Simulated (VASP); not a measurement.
Wanted: the native input for a VASP 6.6.1 run.

- Task: single point
- Functional: r2SCAN
- Potentials or basis: VASP PAW PBE potentials, release 64 (C_h)
- Cutoff: 1430 eV
- k mesh: 10 × 10 × 10
- Occupations: gaussian, width 0.01 eV
- Spin: no spin polarisation
- Dipole correction: no
- Further INCAR settings: ALGO = Normal; EDIFF = 1e-06; NBANDS = 11

C:

```
CELL_PARAMETERS angstrom
0.00000 1.79775 1.79775
1.79775 0.00000 1.79775
1.79775 1.79775 0.00000
ATOMIC_POSITIONS crystal
C 0.00000 0.00000 0.00000
C 0.25000 0.25000 0.25000
```

These files were run (other wordings do the same):

POSCAR

```
C
1.0
    0.0000000000      1.7977502801      1.7977502801
    1.7977502801      0.0000000000      1.7977502801
    1.7977502801      1.7977502801      0.0000000000
C
2
Direct
    0.0000000000      0.0000000000      0.0000000000
    0.2500000000      0.2500000000      0.2500000000
```

INCAR.step1

```
SYSTEM = C
PREC = Accurate
ENCUT = 1430
ISMEAR = 0
SIGMA = 0.01
LREAL = .False.
LASPH = .True.
NELM = 120
NBANDS = 11
GGA = PE
ALGO = Normal
EDIFF = 1E-5
LWAVE = .True.
LCHARG = .False.
GGA_COMPAT = .False.
```

INCAR.step2

```
SYSTEM = C
PREC = Accurate
ENCUT = 1430
EDIFF = 1E-6
ISMEAR = 0
SIGMA = 0.01
LREAL = .False.
LASPH = .True.
NELM = 120
ALGO = Normal
ISIF = 2
LWAVE = .False.
LCHARG = .False.
METAGGA = R2SCAN
LMIXTAU = .True.
NBANDS = 11
ISTART = 1
GGA_COMPAT = .False.
```

KPOINTS

```
regular mesh
0
Gamma
  10 10 10
  0 0 0
```

Potentials or basis: VASP PAW PBE potentials, release 64 (C_h).

Command:

```sh
$ cat potpaw_PBE.64/C_h/POTCAR > POTCAR
$ cp INCAR.step1 INCAR
$ mpirun -np 1 vasp_std > vasp.out
$ cp INCAR.step2 INCAR
$ mpirun -np 1 vasp_std > vasp.out
```

It gave:

| Item | Value |
| --- | --- |
| Pressure | -13.2 GPa |
| Band gap on the k mesh | 4.34 eV (least direct gap 5.81 eV) |

Caveat: the cell stands under tension; the PAW data sets were made with another functional, which shifts forces and pressure a little.

It took 26 s on 1 thread of Intel(R) Xeon(R) 6975P-C (Granite Rapids), on a shared host, peak memory 0.18 GiB.
